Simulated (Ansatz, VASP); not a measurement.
Two plane-wave programs on Ru

```
Ru
1.0
     2.70580    0.00000    0.00000
    -1.35290    2.34329    0.00000
     0.00000    0.00000    4.28190
Ru
2
Direct
  0.07101 0.47463 0.25000
  0.66667 0.33333 0.75000
```

Alike in both runs: task single point; functional PBEsol; k mesh 24 × 24 × 12; occupations gaussian, width 0.15 eV; no spin polarisation.

|  | VASP | Ansatz |
| --- | --- | --- |
| version | VASP 6.6.1 | Ansatz 0.2.0 |
| potentials or method | VASP PAW PBE potentials, release 64 (Ru_pv), cutoff 520 eV | scalar-relativistic, plane waves, PAW |
| valence electrons in the cell | 28 | 32 |

Ansatz gave:

```
gap on the k mesh at the Fermi level (eV)                     : none
pressure (GPa)                                                : 11.5
traceless stress, the component that is largest in VASP (GPa) : 16.64
rms of the force components (eV/Å)                            : 1.492
```

Q: Which values does VASP return?

A: gap on the k mesh at the Fermi level (eV): none; pressure (GPa): 11.7; traceless stress, the component that is largest in VASP (GPa): 17.10; rms of the force components (eV/Å): 1.507.

VASP's potentials were made for PBE, not for PBEsol. Atom by atom the forces differ by 0.017 eV/Å (rms over components). A gap of «none» marks a metal or a gap that the smearing closes. The functional is the same, so the differences come from potentials, cutoffs and numerics. VASP's potentials hold 28 valence electrons a cell and Ansatz's 32, so a difference there can come from the potentials and not from the codes.
